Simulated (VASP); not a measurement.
Write the native input for VASP 6.6.1 that does the following.

```
Task                   : single point
Functional             : PBEsol
Potentials or basis    : VASP PAW PBE potentials, release 64 (Cd, O)
Cutoff                 : 600 eV
k mesh                 : 16 × 16 × 16
Occupations            : gaussian, width 0.1 eV
Spin                   : no spin polarisation
Dipole correction      : no
Further INCAR settings : ALGO = Normal; EDIFF = 1e-06; NBANDS = 16
```

The structure of CdO lies in POSCAR:

```
CdO
1.0
    0.0000000000      2.4278076340      2.4278076340
    2.4278076340      0.0000000000      2.4278076340
    2.4278076340      2.4278076340      0.0000000000
Cd O
1 1
Direct
    0.0000000000      0.0000000000      0.0000000000
    0.5000000000      0.5000000000      0.5000000000
```

This cell differs from its parent crystal: Se replaced by O, lengths x 0.877, strained.

One way to write it, as run:

INCAR

```
PREC     = Accurate       # precision mode
ENCUT    = 600            # plane-wave cutoff, eV
EDIFF    = 1E-6           # SCF threshold, eV
ISMEAR   = 0              # smearing method
SIGMA    = 0.1            # smearing width, eV
LREAL    = False          # projectors in reciprocal space
LASPH    = True           # aspherical terms in the spheres
NELM     = 120            # most SCF steps
ALGO     = Normal         # electronic algorithm
ISIF     = 2              # what is computed and relaxed
LWAVE    = False          # write WAVECAR
LCHARG   = False          # write CHGCAR
GGA      = PS             # functional
NBANDS   = 16             # bands
GGA_COMPAT= False
```

KPOINTS

```
Automatic mesh
0
Gamma
  16 16 16
```

Potentials or basis: VASP PAW PBE potentials, release 64 (Cd, O).

Launch:

```console
$ cat potpaw_PBE.64/Cd/POTCAR potpaw_PBE.64/O/POTCAR > POTCAR
$ mpirun -np 1 vasp_std > vasp.out
```

Results of the run:

| Property | Result |
| --- | --- |
| Pressure | -11.0 GPa |
| Band gap on the k mesh | zero (bands 9 and 10 overlap by 0.70 eV) |

Caveat: the cell differs from its parent crystal (Se replaced by O, lengths x 0.877, strained); the cell stands under tension; semilocal functionals underestimate gaps, and a narrow one can read as zero; the PAW data sets were made with another functional, which shifts forces and pressure a little.

Run time: 69 s on 1 thread of Intel(R) Xeon(R) Platinum 8259CL CPU @ 2.50GHz (Skylake/Cascade Lake) (shared host), peak memory 0.21 GiB.
